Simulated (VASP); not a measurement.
# Mg2SnO3 (R-3m) in VASP: a series of runs

Mg2SnO3 is run at these levels: PBE; tasks: single point, relaxation of cell and atoms.

Everything below comes from runs of VASP 6.6.1. Logs are shortened: lines on timing, memory, paths and dates and some standing lists are left out, and cuts for length are marked.

## (1) The cell of the first run

The structure is trigonal, space group R-3m (No. 166). Conventional cell: a = 3.124 Å, b = 3.124 Å, c = 25.185 Å, α = 90.00°, β = 90.00°, γ = 120.00°. Within 3.2 Å of Mg (site symmetry 3m) lie 6 O at 2.16 to 2.17 Å and 1 Sn at 2.98 Å and 9 Mg at 3.02 to 3.12 Å. Within 3.4 Å of Sn (site symmetry -3m) lie 6 O at 2.55 Å and 2 Mg at 2.98 Å and 6 Sn at 3.12 Å. Within 3.0 Å of O (site symmetry -3m) lie 6 Mg at 2.17 Å and 6 O at 3.00 Å. O (site symmetry 3m) has 3 Mg at 2.16 Å and 3 Sn at 2.55 Å and 3 O at 3.00 Å within 3.0 Å.

## (2) Single point, PBE

The input, INCAR:

```
SYSTEM = Mg2SnO3
PREC     = Accurate       ! precision mode
ENCUT    = 520            ! plane-wave cutoff, eV
EDIFF    = 1E-6           ! SCF threshold, eV
ISMEAR   = 0              ! smearing method
SIGMA    = 0.1            ! smearing width, eV
LREAL    = .FALSE.        ! projectors in reciprocal space
LASPH    = .TRUE.         ! aspherical terms in the spheres
NELM     = 80             ! most SCF steps
ALGO     = Normal         ! electronic algorithm
ISIF     = 2              ! what is computed and relaxed
LWAVE    = .FALSE.        ! write WAVECAR
LCHARG   = .FALSE.        ! write CHGCAR
GGA      = PE             ! functional
NBANDS   = 27             ! bands
```

The input, KPOINTS:

```
Automatic mesh
0
G
  6 6 6
  0 0 0
```

The input, POSCAR:

```
Mg2SnO3
1.0
    1.5618222733      0.9017185099      8.3948767365
   -1.5618222733      0.9017185099      8.3948767365
    0.0000000000     -1.8034370199      8.3948767365
Mg Sn O
2 1 3
Direct
    0.3815114124      0.3815114124      0.3815114124
    0.6184885876      0.6184885876      0.6184885876
    0.5000000000      0.5000000000      0.5000000000
    0.0000000000      0.0000000000      0.0000000000
    0.7618282755      0.7618282755      0.7618282755
    0.2381717245      0.2381717245      0.2381717245
```

Potentials or basis: VASP PAW PBE potentials, release 64 (Mg, Sn_d, O).

Launch:

```
$ cat potpaw_PBE.64/Mg/POTCAR potpaw_PBE.64/Sn_d/POTCAR potpaw_PBE.64/O/POTCAR > POTCAR
$ mpirun -np 1 vasp_std > vasp.out
```

OUTCAR:

```text
SYSTEM = Mg2SnO3
   PREC = Accurate
   ENCUT = 520
   EDIFF = 1E-6
   ISMEAR = 0
   LREAL = .FALSE.
   LASPH = .TRUE.
   NELM = 80
   ISIF = 2
   GGA = PE

 ion  position               nearest neighbor table
   1  0.382  0.382  0.382-   5 2.16   5 2.16   5 2.16   4 2.17   4 2.17   4 2.17   3 2.98   2 3.02
                             2 3.02   2 3.02
   2  0.618  0.618  0.618-   6 2.16   6 2.16   6 2.16   4 2.17   4 2.17   4 2.17   3 2.98   1 3.02
                             1 3.02   1 3.02
   3  0.500  0.500  0.500-   6 2.55   6 2.55   5 2.55   5 2.55   6 2.55   5 2.55   2 2.98   1 2.98

   4  0.000  0.000  0.000-   2 2.17   2 2.17   1 2.17   1 2.17   2 2.17   1 2.17
   5  0.762  0.762  0.762-   1 2.16   1 2.16   1 2.16   3 2.55   3 2.55   3 2.55
   6  0.238  0.238  0.238-   2 2.16   2 2.16   2 2.16   3 2.55   3 2.55   3 2.55

  LATTYP: Found a trigonal (rhomboedric) cell.
 ALAT       =     8.5864043991
 COS(alpha) =     0.9338285667

  Lattice vectors:

 A1 = (   1.5618222733,   0.9017185099,   8.3948767365)
 A2 = (  -1.5618222733,   0.9017185099,   8.3948767365)
 A3 = (   0.0000000000,  -1.8034370199,   8.3948767365)

Analysis of symmetry for initial positions (statically):
=====================================================================
 Subroutine PRICEL returns:
 Original cell was already a primitive cell.

 Routine SETGRP: Setting up the symmetry group for a
 trigonal (rhombohedral) supercell.

 Subroutine GETGRP returns: Found 12 space group operations
 (whereof 12 operations were pure point group operations)
 out of a pool of 12 trial point group operations.

The static configuration has the point symmetry D_3d.

Analysis of symmetry for dynamics (positions and initial velocities):
=====================================================================
 Subroutine PRICEL returns:
 Original cell was already a primitive cell.

 Routine SETGRP: Setting up the symmetry group for a
 trigonal (rhombohedral) supercell.

 Subroutine GETGRP returns: Found 12 space group operations
 (whereof 12 operations were pure point group operations)
 out of a pool of 12 trial point group operations.

The dynamic configuration has the point symmetry D_3d.

 Subroutine INISYM returns: Found 12 space group operations
 (whereof 12 operations are pure point group operations),
 and found     1 'primitive' translations

----------------------------------------------------------------------------------------

                                     Primitive cell

  volume of cell :      70.9362

  direct lattice vectors                    reciprocal lattice vectors
     1.561822273  0.901718510  8.394876737     0.320138859  0.184832256  0.039706757
    -1.561822273  0.901718510  8.394876737    -0.320138859  0.184832256  0.039706757
     0.000000000 -1.803437020  8.394876737     0.000000000 -0.369664512  0.039706757

  length of vectors
     8.586404399  8.586404399  8.586404399     0.371790907  0.371790907  0.371790907

  position of ions in fractional coordinates (direct lattice)
     0.381511412  0.381511412  0.381511412
     0.618488588  0.618488588  0.618488588
     0.500000000  0.500000000  0.500000000
     0.000000000  0.000000000  0.000000000
     0.761828276  0.761828276  0.761828276
     0.238171724  0.238171724  0.238171724

  ion indices of the primitive-cell ions
   primitive index   ion index
                 1           1
                 2           2
                 3           3
                 4           4
                 5           5
                 6           6

----------------------------------------------------------------------------------------

 KPOINTS: Automatic mesh

Automatic generation of k-mesh.
 Grid dimensions read from file:
 generate k-points for:    6    6    6

 Generating k-lattice:

  Cartesian coordinates                     Fractional coordinates (reciprocal lattice)
     0.053356476  0.030805376  0.006617793     0.166666667  0.000000000  0.000000000
    -0.053356476  0.030805376  0.006617793     0.000000000  0.166666667  0.000000000
     0.000000000 -0.061610752  0.006617793    -0.000000000 -0.000000000  0.166666667

  Length of vectors
     0.061965151  0.061965151  0.061965151

  Shift w.r.t. Gamma in fractional coordinates (k-lattice)
     0.000000000  0.000000000  0.000000000

 Subroutine IBZKPT returns following result:
 ===========================================

 Found     32 irreducible k-points:

 Following reciprocal coordinates:
            Coordinates               Weight
  0.000000  0.000000  0.000000      1.000000
  0.166667  0.000000  0.000000      6.000000
  0.333333 -0.000000  0.000000      6.000000
  0.500000 -0.000000 -0.000000      3.000000
  0.166667  0.166667  0.000000      6.000000
  0.333333  0.166667 -0.000000     12.000000
[... 16 lines left out ...]
  0.500000  0.500000  0.166667      6.000000
 -0.333333  0.500000  0.166667     12.000000
 [... further k-points ...]
   k-points           NKPTS =     32   k-points in BZ     NKDIM =     32   number of bands    NBANDS=     27
   number of dos      NEDOS =    301   number of ions     NIONS =      6
   total plane-waves  NPLWV = 262144
   dimension x,y,z NGX =    64 NGY =   64 NGZ =   64
   dimension x,y,z NGXF=   128 NGYF=  128 NGZF=  128
   ions per type =               2   1   3
   NGX,Y,Z   is equivalent  to a cutoff of  12.39, 12.39, 12.39 a.u.
   NGXF,Y,Z  is equivalent  to a cutoff of  24.78, 24.78, 24.78 a.u.
 SYSTEM =  Mg2SnO3
   PREC   = accura    normal or accurate (medium, high low for compatibility)
   ISTART =      0    job   : 0-new  1-cont  2-samecut
   ICHARG =      2    charge: 1-file 2-atom 10-const
   ISPIN  =      1    spin polarized calculation?
   LNONCOLLINEAR =      F non collinear calculations
   LSORBIT =      F    spin-orbit coupling
   LASPH  =      T    aspherical Exc in radial PAW
   ENCUT  =  520.0 eV  38.22 Ry    6.18 a.u.  15.97 15.97 15.97*2*pi/ulx,y,z
   NELM   =     80;   NELMIN=  2; NELMDL= -5     # of ELM steps
   EDIFF  = 0.1E-05   stopping-criterion for ELM
   LREAL  =      F    real-space projection
   EDIFFG = 0.1E-04   stopping-criterion for IOM
   NSW    =      0    number of steps for IOM
   IBRION =     -1    ionic relax: 0-MD 1-quasi-New 2-CG
   NFREE  =      0    steps in history (QN), initial steepest desc. (CG)
   ISIF   =      2    stress and relaxation
   ISYM   =      2    0-nonsym 1-usesym 2-fastsym
   POTIM  = 0.5000    time-step for ionic-motion
   TEBEG  =    0.0;   TEEND  =   0.0 temperature during run
   PSTRESS=    0.0 pullay stress
   NELECT =      36.0000    total number of electrons
   NUPDOWN=      -1.0000    fix difference up-down
   EMIN   =  10.00;   EMAX   =-10.00  energy-range for DOS
   EFERMI =   0.00;   METHOD = LEGACY
   ISMEAR =     0;   SIGMA  =   0.10  broadening in eV -4-tet -1-fermi 0-gaus
   EFERMI_NEDOS =   21; number of points for ismear=-14 and -15
   IALGO  =     38    algorithm
   IMIX   =      4    mixing-type and parameters
     AMIX     =   0.40;   BMIX     =  1.00
     AMIX_MAG =   1.60;   BMIX_MAG =  1.00
  volume/ion in A,a.u.               =      11.82        79.78
  Fermi-wavevector in a.u.,A,eV,Ry     =   1.305829  2.467659 23.200506  1.705189
  Thomas-Fermi vector in A             =   2.436672
   LORBIT       =      0    0 simple, 1 ext, 2 COOP (PROOUT), +10 PAW based schemes
   GGA     = PE    functional components
   LHFCALC =     F    Hartree Fock is set to
   AEXX    =    0.0000 exact exchange contribution
   IVDW    =     0    specifies the selected vdW correction
   LEPSILON=     F    determine dielectric tensor
   LRPA    =     F    only Hartree local field effects (RPA)
 non-spin polarized calculation
 Gauss-broadening in eV      SIGMA  =   0.10
  energy-cutoff  :      520.00
  volume of cell :       70.94
 maximum number of plane-waves:      1927
   NGX = 31   NGY = 31   NGZ = 31

 number of electron      35.9999998 magnetization

 Free energy of the ion-electron system (eV)
  ---------------------------------------------------
  ext. energy  EPLUGINS =         0.00000000
  ---------------------------------------------------
  free energy    TOTEN  =       -33.27016201 eV

  energy without entropy =      -33.27016192  energy(sigma->0) =      -33.27016197

 E-fermi :   5.6722     XC(G=0): -10.9207

 val. band max:        5.3733348460   @ k =   0.5000   0.5000   0.5000
 cond. band min:       5.9860896856   @ k =   0.5000  -0.0000  -0.0000
 fundamental gap:      0.6127548396
 Fermi energy:         5.6722009927

 k-point     1 :       0.0000    0.0000    0.0000
  band No.  band energies     occupation
      1     -15.8085      2.00000
      2     -15.8085      2.00000
      3     -15.7932      2.00000
      4     -15.5495      2.00000
      5     -15.5495      2.00000
      6     -12.4177      2.00000
[... 19 lines left out ...]
     26      18.0159      0.00000
     27      19.2377      0.00000

 k-point     2 :       0.1667    0.0000    0.0000
  band No.  band energies     occupation
      1     -15.8357      2.00000
      2     -15.7407      2.00000
      3     -15.7375      2.00000
      4     -15.6062      2.00000
      5     -15.5584      2.00000
      6     -12.2046      2.00000
[... 19 lines left out ...]
     26      16.7177      0.00000
     27      18.3887      0.00000

 k-point     3 :       0.3333   -0.0000    0.0000
  band No.  band energies     occupation
      1     -15.8963      2.00000
      2     -15.7107      2.00000
      3     -15.6236      2.00000
      4     -15.6051      2.00000
      5     -15.5733      2.00000
      6     -11.7086      2.00000
[... 19 lines left out ...]
     26      15.8593      0.00000
     27      17.1108      0.00000

 k-point     4 :       0.5000   -0.0000   -0.0000
  band No.  band energies     occupation
      1     -15.9280      2.00000
      2     -15.7577      2.00000
      3     -15.5880      2.00000
      4     -15.5683      2.00000
      5     -15.5287      2.00000
      6     -11.3944      2.00000
[... 19 lines left out ...]
     26      15.5147      0.00000
     27      16.6462      0.00000
[... 516 lines left out ...]
      4     -15.6145      2.00000
      5     -15.5568      2.00000
      6     -11.4098      2.00000
[... 19 lines left out ...]
     26      16.1934      0.00000
     27      16.6745      0.00000

 k-point    23 :       0.5000    0.5000    0.1667
  band No.  band energies     occupation
      1     -15.8963      2.00000
      2     -15.7107      2.00000
      3     -15.6236      2.00000
      4     -15.6051      2.00000
      5     -15.5733      2.00000
      6     -11.6551      2.00000
[... 19 lines left out ...]
     26      16.0882      0.00000
     27      16.6651      0.00000

 k-point    24 :      -0.3333    0.5000    0.1667
  band No.  band energies     occupation
      1     -15.8470      2.00000
      2     -15.7288      2.00000
      3     -15.6296      2.00000
      4     -15.6145      2.00000
      5     -15.5568      2.00000
      6     -11.3555      2.00000
[... 19 lines left out ...]
     26      16.4681      0.00000
     27      16.9482      0.00000

 [... further k-points ...]
[... 5 lines left out ...]
  --------------------------------------------------------------------------------------
  -------------------------------------------------------------------------------------
  Total       -0.3038128     -0.3038128     -0.0758067      0.0000000      0.0000000      0.0000000
  in kB       -6.8619657     -6.8619657     -1.7121814      0.0000000      0.0000000      0.0000000
  external PRESSURE =      -5.1453709 kB  Pullay stress =       0.0000000 kB

 VOLUME and BASIS-vectors are now :
 -----------------------------------------------------------------------------
  energy-cutoff  :      520.00
  volume of cell :       70.94
      direct lattice vectors                 reciprocal lattice vectors
     1.561822273  0.901718510  8.394876737     0.320138859  0.184832256  0.039706757
    -1.561822273  0.901718510  8.394876737    -0.320138859  0.184832256  0.039706757
     0.000000000 -1.803437020  8.394876737     0.000000000 -0.369664512  0.039706757

 POSITION                                       TOTAL-FORCE (eV/Angst)
 -----------------------------------------------------------------------------------
      0.00000     -0.00000      9.60822         0.000000      0.000000     -0.009456
      0.00000     -0.00000     15.57641         0.000000     -0.000000      0.009456
      0.00000     -0.00000     12.59232         0.000000     -0.000000     -0.000000
      0.00000      0.00000      0.00000        -0.000000     -0.000000     -0.000000
      0.00000     -0.00000     19.18636         0.000000      0.000000     -0.051328
      0.00000     -0.00000      5.99827         0.000000     -0.000000      0.051328
 -----------------------------------------------------------------------------------
    total drift:                                0.000000      0.000000     -0.000000

  FREE ENERGIE OF THE ION-ELECTRON SYSTEM (eV)
  ---------------------------------------------------
  free  energy   TOTEN  =       -33.2701620074 eV

  energy  without entropy=      -33.2701619249  energy(sigma->0) =      -33.27016197
```

It took 4 min on 1 thread of AMD EPYC 9R45 (Zen 5), shared host; peak memory 0.52 GiB.

Results:

| Quantity | Value |
| --- | --- |
| Free energy | -33.2702 eV |
| Pressure | -0.5 GPa |
| Largest force | 0.051 eV/Å |
| Band gap on the k mesh | 0.61 eV (least direct gap 0.73 eV) |

Forces on the atoms (eV/Å):
```
Mg   0.000  0.000 -0.009
Mg   0.000  0.000  0.009
Sn   0.000  0.000  0.000
O    0.000  0.000  0.000
O    0.000  0.000 -0.051
O    0.000  0.000  0.051
```

Caveat: spin-orbit coupling is left out, which moves the levels of the heavy elements.

## (3) Single point, PBE

This run uses another cell than the first one, of 12.18 Å³/atom.

The input, INCAR:

```
PREC = Accurate
ENCUT = 520
EDIFF = 1E-6
ISMEAR = 0
SIGMA = 0.1
LREAL = False
LASPH = True
NELM = 100
ALGO = Normal
ISIF = 2
LWAVE = False
LCHARG = True
GGA = PE
LELF = True
LVHAR = True
NBANDS = 27
```

The input, KPOINTS:

```
regular mesh
0
Gamma
  6 6 6
```

The input, POSCAR:

```
Mg2SnO3
1.0
    1.6223907400      0.9366877300      8.0176398200
   -1.6223907400      0.9366877300      8.0176398200
    0.0000000000     -1.8733754600      8.0176398200
Mg Sn O
2 1 3
Direct
    0.3901864100      0.3901864100      0.3901864100
    0.6098135900      0.6098135900      0.6098135900
    0.5000000000      0.5000000000      0.5000000000
    0.0000000000      0.0000000000      0.0000000000
    0.7803728200      0.7803728200      0.7803728200
    0.2196271800      0.2196271800      0.2196271800
```

Potentials or basis: VASP PAW PBE potentials, release 64 (Mg, Sn_d, O).

Launch:

```
$ cat potpaw_PBE.64/Mg/POTCAR potpaw_PBE.64/Sn_d/POTCAR potpaw_PBE.64/O/POTCAR > POTCAR
$ mpirun -np 1 vasp_std > vasp.out
```

Run time: 4.4 min. Hardware: 1 thread of AMD EPYC 9R45 (Zen 5), shared host; peak memory 0.54 GiB.

Results (log left out):

```yaml
Free_energy: -30.6225 eV
Pressure: 12.2 GPa
Largest_force: 4.116 eV/Å
Band_gap_on_the_k_mesh: zero (bands 18 and 19 overlap by 1.28 eV)
```

Forces on the atoms (eV/Å):
```
Mg   0.000  0.000 -1.867
Mg   0.000  0.000  1.867
Sn   0.000  0.000  0.000
O    0.000  0.000  0.000
O    0.000  0.000 -4.116
O    0.000  0.000  4.116
```

Stress tensor (GPa, compression positive):
```
 9.65  0.00  0.00
 0.00  9.65  0.00
 0.00  0.00 17.36
```

Levels at points of the mesh, in eV from the Fermi level:
```csv
k point,band 14,band 15,band 16,band 17,band 18,band 19,band 20,band 21,band 22,band 23
"(0.00, 0.00, 0.00)",-4.76,-4.50,-3.89,-3.89,-3.71,-0.69,0.82,4.91,5.36,6.44
"(0.50, 0.00, 0.00)",-5.26,-5.03,-4.99,-4.36,-0.70,0.48,3.13,4.06,4.76,4.88
"(0.50, 0.50, 0.00)",-5.45,-4.98,-4.94,-4.40,-1.01,0.82,3.18,4.07,4.16,5.09
"(0.50, 0.50, 0.50)",-4.78,-4.78,-3.88,-3.88,-2.55,-1.20,0.86,4.54,6.40,6.40
```

Caveat: the k points lie up to 0.38 Å⁻¹ apart, too coarse for converged energies and pressures of a metal; spin-orbit coupling is left out, which moves the levels of the heavy elements; forces of over 1 eV/Å act on the atoms, so gaps and moduli don't describe the material at rest.

[end of part 1 of 2]
